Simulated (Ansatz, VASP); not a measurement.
## Two plane-wave programs on Mg

File INCAR:

```
PREC     = Accurate       # precision mode
ENCUT    = 520            # plane-wave cutoff, eV
EDIFF    = 1E-6           # SCF threshold, eV
ISMEAR   = -1             # smearing method
SIGMA    = 0.1            # smearing width, eV
LREAL    = F              # projectors in reciprocal space
LASPH    = T              # aspherical terms in the spheres
NELM     = 60             # most SCF steps
ALGO     = Normal         # electronic algorithm
ISIF     = 2              # what is computed and relaxed
LWAVE    = F              # write WAVECAR
LCHARG   = F              # write CHGCAR
GGA      = PE             # functional
NBANDS   = 9              # bands
```

Contents of KPOINTS:

```
Automatic mesh
0
Gamma
  19 19 10
```

File POSCAR:

```
Mg
1.0
    3.3183274905      0.0000000000      0.0000000000
   -1.6591637452      2.8737559049      0.0000000000
    0.0000000000      0.0000000000      5.3876743122
Mg
2
Direct
    0.3333333333      0.6666666667      0.2500000000
    0.6666666667      0.3333333333      0.7500000000
```

Input for Ansatz:

```yaml
crystal:
  lattice:
    - [3.3183274905, 0.0, 0.0]
    - [-1.6591637452, 2.8737559049, 0.0]
    - [0.0, 0.0, 5.3876743122]
  atoms:
    - { symbol: Mg, position: [0.3333333333, 0.6666666667, 0.25] }
    - { symbol: Mg, position: [0.6666666667, 0.3333333333, 0.75] }
hamiltonian:
  xc: pbe
  pseudopotentials:
    kind: paw
    azcp:
      Mg: "pseudopotentials/Mg.paw.azcp"
basis:
  ecutwfc: 420
  fft_grid_basis: typed
kpoints:
  mp_grid: { grid: [19, 19, 10], shift: [0, 0, 0] }
magnetization:
  spin_polarized: false
scf:
  occupations: { method: fermi_dirac, width: 0.1 }
output:
  stress: true
```

Alike in both runs: task single point; functional PBE; k mesh 19 × 19 × 10; occupations fermi-dirac, width 0.1 eV; no spin polarisation.

```csv
,VASP,Ansatz
version,VASP 6.6.1,Ansatz 0.2.0
potentials or method,"VASP PAW PBE potentials, release 64 (Mg), cutoff 520 eV","plane waves (420 eV) with PAW, scalar-relativistic"
valence electrons in the cell,4,20
```

```csv
,VASP,Ansatz,Ansatz less VASP
pressure (GPa),-3.3,-3.2,+0.12
"traceless stress, the component that is largest in VASP (GPa)",0.07,0.07,0.000
```

VASP's potentials hold 4 valence electrons a cell and Ansatz's 20, so a difference there can come from the potentials and not from the codes.
